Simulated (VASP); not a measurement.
# AlN (I-4m2) in VASP: further runs, part 2 of 2

VASP 6.6.1. The steps go on from the part before.

## Step 3: Single point, LDA (in-plane strain -0.005, then relaxed in part)

File INCAR:

```
  ALGO = Normal
  EDIFF = 1E-7
  ENCUT = 520
  ISIF = 2
  ISMEAR = 0
  LASPH = True
  LCHARG = False
  LREAL = False
  LWAVE = False
  NBANDS = 11
  NELM = 60
  PREC = Accurate
  SIGMA = 0.01
```

File KPOINTS:

```
k-points
0
Gamma
  10 10 10
```

File POSCAR:

```
AlN
1.0
    2.1602873807      2.1602873807      0.0000000000
   -2.1602873807      2.1602873807      0.0000000000
    0.0000000000      2.1602873807      2.1827489455
Al N
1 1
Direct
    0.0000000000      0.0000000000      0.0000000000
    0.2500000000      0.7500000000      0.5000000000
```

Potentials or basis: VASP PAW LDA potentials, release 64 (Al, N).

Launch:

```
$ cat potpaw_LDA.64/Al/POTCAR potpaw_LDA.64/N/POTCAR > POTCAR
$ mpirun -np 1 vasp_std > vasp.out
```

OUTCAR:

```text
EDIFF = 1E-7
   ENCUT = 520
   ISIF = 2
   ISMEAR = 0
   LASPH = True
   LREAL = False
   NELM = 60
   PREC = Accurate

 ion  position               nearest neighbor table
   1  0.000  0.000  0.000-   2 1.88   2 1.88   2 1.88   2 1.88
   2  0.250  0.750  0.500-   1 1.88   1 1.88   1 1.88   1 1.88

  LATTYP: Found a body centered tetragonal cell.
 ALAT       =     3.0551077124
 C/A-ratio  =     1.4289178327

  Lattice vectors:

 A1 = (   2.1602873807,   0.0000000000,  -2.1827489455)
 A2 = (  -2.1602873807,   0.0000000000,  -2.1827489455)
 A3 = (   0.0000000000,   2.1602873807,   2.1827489455)

Analysis of symmetry for initial positions (statically):
=====================================================================
 Subroutine PRICEL returns:
 Original cell was already a primitive cell.

 Routine SETGRP: Setting up the symmetry group for a
 body centered tetragonal supercell.

 Subroutine GETGRP returns: Found  8 space group operations
 (whereof  8 operations were pure point group operations)
 out of a pool of 16 trial point group operations.

The static configuration has the point symmetry D_2d.

Analysis of symmetry for dynamics (positions and initial velocities):
=====================================================================
 Subroutine PRICEL returns:
 Original cell was already a primitive cell.

 Routine SETGRP: Setting up the symmetry group for a
 body centered tetragonal supercell.

 Subroutine GETGRP returns: Found  8 space group operations
 (whereof  8 operations were pure point group operations)
 out of a pool of 16 trial point group operations.

The dynamic configuration has the point symmetry D_2d.

 Subroutine INISYM returns: Found  8 space group operations
 (whereof  8 operations are pure point group operations),
 and found     1 'primitive' translations

----------------------------------------------------------------------------------------

                                     Primitive cell

[... 112 lines left out ...]
  Fermi-wavevector in a.u.,A,eV,Ry     =   1.198816  2.265434 19.553748  1.437160
  Thomas-Fermi vector in A             =   2.334695
   LORBIT       =      0    0 simple, 1 ext, 2 COOP (PROOUT), +10 PAW based schemes
   GGA     = CA    functional components
   LHFCALC =     F    Hartree Fock is set to
   AEXX    =    0.0000 exact exchange contribution
   IVDW    =     0    specifies the selected vdW correction
   LEPSILON=     F    determine dielectric tensor
   LRPA    =     F    only Hartree local field effects (RPA)
 non-spin polarized calculation
 Gauss-broadening in eV      SIGMA  =   0.01
  energy-cutoff  :      520.00
  volume of cell :       20.37
 maximum number of plane-waves:       557
   NGX = 11   NGY = 11   NGZ = 11

 number of electron       8.0000000 magnetization

 Free energy of the ion-electron system (eV)
  ---------------------------------------------------
  ext. energy  EPLUGINS =         0.00000000
  ---------------------------------------------------
  free energy    TOTEN  =       -16.37409081 eV

  energy without entropy =      -16.37409081  energy(sigma->0) =      -16.37409081

 E-fermi :   6.0523     XC(G=0): -11.3643

 val. band max:        5.9373501427   @ k =   0.0000   0.0000   0.0000
 cond. band min:       9.1386723961   @ k =   0.5000   0.5000  -0.0000
 fundamental gap:      3.2013222534
 Fermi energy:         6.0522560594

 k-point     1 :       0.0000    0.0000    0.0000
  band No.  band energies     occupation
      1      -9.0328      2.00000
      2       5.8929      2.00000
      3       5.9373      2.00000
      4       5.9374      2.00000
      5      10.3577      0.00000
      6      18.4735      0.00000
      7      18.4735      0.00000
      8      18.4841      0.00000
      9      23.4464      0.00000
     10      23.7935      0.00000
     11      24.7949      0.00000
[... 309 lines left out ...]
 k-point    24 :       0.4000    0.3000   -0.0000
  band No.  band energies     occupation
      1      -6.2857      2.00000
      2       1.2660      2.00000
      3       2.5297      2.00000
      4       4.6804      2.00000
      5      11.6528      0.00000
      6      16.0484      0.00000
      7      18.7075      0.00000
      8      19.4522      0.00000
      9      21.7027      0.00000
     10      25.2049      0.00000
     11      30.2477      0.00000

 [... further k-points ...]
[... 5 lines left out ...]
  --------------------------------------------------------------------------------------
  -------------------------------------------------------------------------------------
  Total        0.2679261      0.2679261      0.0869969      0.0000000      0.0000000     -0.0000000
  in kB       21.0702020     21.0702020      6.8416013      0.0000000      0.0000000     -0.0000000
  external PRESSURE =      16.3273351 kB  Pullay stress =       0.0000000 kB

 VOLUME and BASIS-vectors are now :
 -----------------------------------------------------------------------------
  energy-cutoff  :      520.00
  volume of cell :       20.37
      direct lattice vectors                 reciprocal lattice vectors
     2.160287381  2.160287381  0.000000000     0.231450688  0.231450688 -0.229068946
    -2.160287381  2.160287381  0.000000000    -0.231450688  0.231450688 -0.229068946
     0.000000000  2.160287381  2.182748946     0.000000000  0.000000000  0.458137892

 POSITION                                       TOTAL-FORCE (eV/Angst)
 -----------------------------------------------------------------------------------
      0.00000      0.00000      0.00000         0.000000     -0.000000      0.000000
     -1.08014      3.24043      1.09137        -0.000000      0.000000      0.000000
 -----------------------------------------------------------------------------------
    total drift:                                0.000000      0.000000      0.000000

  FREE ENERGIE OF THE ION-ELECTRON SYSTEM (eV)
  ---------------------------------------------------
  free  energy   TOTEN  =       -16.3740908070 eV

  energy  without entropy=      -16.3740908070  energy(sigma->0) =      -16.37409081
```

OSZICAR:

```text
N       E                     dE             d eps       ncg     rms          rms(c)
DAV:   1     0.795963804760E+01    0.79596E+01   -0.39394E+03  2356   0.609E+02
DAV:   2    -0.182180556784E+02   -0.26178E+02   -0.25440E+02  2697   0.128E+02
DAV:   3    -0.189482924437E+02   -0.73024E+00   -0.72921E+00  2733   0.192E+01
DAV:   4    -0.189514400200E+02   -0.31476E-02   -0.31474E-02  2568   0.153E+00
DAV:   5    -0.189514670176E+02   -0.26998E-04   -0.26997E-04  2718   0.134E-01    0.877E+00
DAV:   6    -0.164476801017E+02    0.25038E+01   -0.12714E+01  2523   0.176E+01    0.298E+00
DAV:   7    -0.164034462770E+02    0.44234E-01   -0.11212E-01  2622   0.249E+00    0.198E+00
DAV:   8    -0.163746723914E+02    0.28774E-01   -0.31153E-02  2598   0.158E+00    0.403E-01
DAV:   9    -0.163740779129E+02    0.59448E-03   -0.21280E-03  2649   0.280E-01    0.188E-01
DAV:  10    -0.163740947185E+02   -0.16806E-04   -0.11985E-04  2550   0.761E-02    0.577E-02
DAV:  11    -0.163740908415E+02    0.38770E-05   -0.39125E-06  2670   0.160E-02    0.102E-02
DAV:  12    -0.163740908070E+02    0.34532E-07   -0.71876E-08  1766   0.204E-03
   1 F= -.16374091E+02 E0= -.16374091E+02  d E =-.513853E-62
```

stdout:

```text
POSCAR found type information on POSCAR AlN
 POSCAR found :  2 types and       2 ions
 scaLAPACK will be used
 LDA part: xc-table for (Slater(with rela. corr.)+CA(PZ))
 , standard interpolation
 POSCAR, INCAR and KPOINTS ok, starting setup
 FFT: planning ... GRIDC
 FFT: planning ... GRID_SOFT
 FFT: planning ... GRID
 WAVECAR not read
 entering main loop
```

Run time: 12 s. Hardware: 1 thread of Intel Xeon Platinum 8259CL at 2.50GHz (Skylake/Cascade Lake), shared host; peak memory 0.13 GiB.

Results:

* Free energy: -16.3741 eV
* Pressure: 1.6 GPa
* Band gap on the k mesh: 3.20 eV, indirect (least direct gap 4.42 eV)

Stress tensor (GPa, compression positive):
```
2.11 0.00 0.00
0.00 2.11 0.00
0.00 0.00 0.68
```

Caveat: the cell differs from its parent crystal (in-plane strain -0.005, then relaxed in part). A k mesh can miss the band edges.

## Step 4: Single point, LDA (in-plane strain -0.005)

File INCAR:

```
PREC = Accurate ; ENCUT = 520
EDIFF = 1E-6 ; ISMEAR = 0
SIGMA = 0.01 ; LREAL = F
LASPH = T ; NELM = 60
ALGO = Normal ; ISIF = 2
LWAVE = F ; LCHARG = F
GGA = CA ; NBANDS = 11
```

File KPOINTS:

```
regular mesh
0
Gamma
  10 10 10
```

POSCAR, as its differences from that of step 3:

```diff
@@ -4,3 +4,3 @@
    -2.1602873807      2.1602873807      0.0000000000
-    0.0000000000      2.1602873807      2.1827489455
+    0.0000000000      2.1602873807      2.1776565254
 Al N
```

Launch:

```
$ cat potpaw_LDA.64/Al/POTCAR potpaw_LDA.64/N/POTCAR > POTCAR
$ mpirun -np 1 vasp_std > vasp.out
```

Run time: 14 s. Hardware: 1 thread of Intel Xeon Platinum 8259CL at 2.50GHz (Skylake/Cascade Lake), shared host; peak memory 0.13 GiB.

It converged, with:

```yaml
Free_energy: -16.3737 eV
Pressure: 2.1 GPa
Band_gap_on_the_k_mesh: 3.21 eV, indirect (least direct gap 4.45 eV)
```

Stress tensor (GPa, compression positive):
```
2.51 0.00 0.00
0.00 2.51 0.00
0.00 0.00 1.42
```

Levels at points of the mesh, in eV from the valence-band top:
| k point | band 1 | band 2 | band 3 | band 4 | band 5 | band 6 | band 7 | band 8 |
| --- | --- | --- | --- | --- | --- | --- | --- | --- |
| (0.00, 0.00, 0.00) | -14.98 | -0.03 | 0.00 | 0.00 | 4.45 | 12.56 | 12.56 | 12.57 |
| (0.50, 0.00, 0.00) | -12.78 | -6.03 | -0.53 | -0.46 | 7.48 | 9.92 | 11.03 | 11.18 |
| (0.50, 0.50, 0.00) | -12.09 | -5.02 | -1.85 | -1.85 | 3.21 | 8.51 | 14.12 | 15.64 |
| (0.00, 0.00, 0.50) | -12.12 | -5.10 | -1.79 | -1.79 | 3.25 | 8.63 | 13.98 | 15.83 |

Caveat: the cell differs from its parent crystal (in-plane strain -0.005).

## Step 5: Single point, LDA (film at in-plane strain -0.005)

File INCAR:

```
SYSTEM = AlN
PREC     = Accurate       ! precision mode
ENCUT    = 520            ! plane-wave cutoff, eV
EDIFF    = 1E-6           ! SCF threshold, eV
ISMEAR   = 0              ! smearing method
SIGMA    = 0.01           ! smearing width, eV
LREAL    = .False.        ! projectors in reciprocal space
LASPH    = .True.         ! aspherical terms in the spheres
NELM     = 60             ! most SCF steps
ALGO     = Normal         ! electronic algorithm
ISIF     = 2              ! what is computed and relaxed
LWAVE    = .False.        ! write WAVECAR
LCHARG   = .True.         ! write CHGCAR
LELF     = .True.         ! ELF
LVHAR    = .True.       
NBANDS   = 11             ! bands
```

File KPOINTS:

```
regular mesh
0
Gamma
  10 10 10
  0 0 0
```

POSCAR, as its differences from that of step 4:

```diff
@@ -4,3 +4,3 @@
    -2.1602873807      2.1602873807      0.0000000000
-    0.0000000000      2.1602873807      2.1776565254
+    0.0000000000      2.1602873807      2.1827489455
 Al N
```

Launch:

```
$ cat potpaw_LDA.64/Al/POTCAR potpaw_LDA.64/N/POTCAR > POTCAR
$ mpirun -np 1 vasp_std > vasp.out
```

Wall time 16 s (1 thread of Intel Xeon Platinum 8259CL at 2.50GHz (Skylake/Cascade Lake), shared host); peak memory 0.13 GiB.

Results (log left out):

```
Free energy            : -16.3741 eV
Pressure               : 1.6 GPa
Band gap on the k mesh : 3.20 eV, indirect (least direct gap 4.42 eV)
```

Stress tensor (GPa, compression positive):
```
2.11 0.00 0.00
0.00 2.11 0.00
0.00 0.00 0.68
```

Levels at points of the mesh, in eV from the valence-band top:
```tsv
k point	band 1	band 2	band 3	band 4	band 5	band 6	band 7	band 8	band 9
(0.00, 0.00, 0.00)	-14.97	-0.04	0.00	0.00	4.42	12.54	12.54	12.55	17.51
(0.50, 0.00, 0.00)	-12.78	-6.02	-0.55	-0.46	7.45	9.90	11.00	11.18	18.02
(0.50, 0.50, 0.00)	-12.08	-5.01	-1.86	-1.86	3.20	8.48	14.10	15.57	15.88
(0.00, 0.00, 0.50)	-12.13	-5.11	-1.77	-1.77	3.25	8.64	13.92	15.81	15.81
```

Caveat: the cell differs from its parent crystal (film at in-plane strain -0.005). A k mesh can miss the band edges.

## Step 6: The runs side by side

| cell | gap on the mesh (eV) | pressure (GPa) |
| --- | --- | --- |
| a = 3.040, b = 3.040, c = 3.072 Å, angles 60.3, 60.3, 90.0°, 2 atoms | 3.17 | 2.6 |
| a = 3.055, b = 3.055, c = 3.071 Å, angles 60.2, 60.2, 90.0°, 2 atoms | 3.20 | 1.6 |
| a = 3.055, b = 3.055, c = 3.067 Å, angles 60.1, 60.1, 90.0°, 2 atoms | 3.21 | 2.1 |

Alike in all rows: task single point; level LDA; potentials or basis VASP PAW LDA potentials, release 64 (Al, N); no spin polarisation; k mesh 10 × 10 × 10; cutoff (eV) 520; smearing gaussian 0.01 eV.

Total energies depend on the potentials used, so only differences within one code and one set of settings carry meaning.
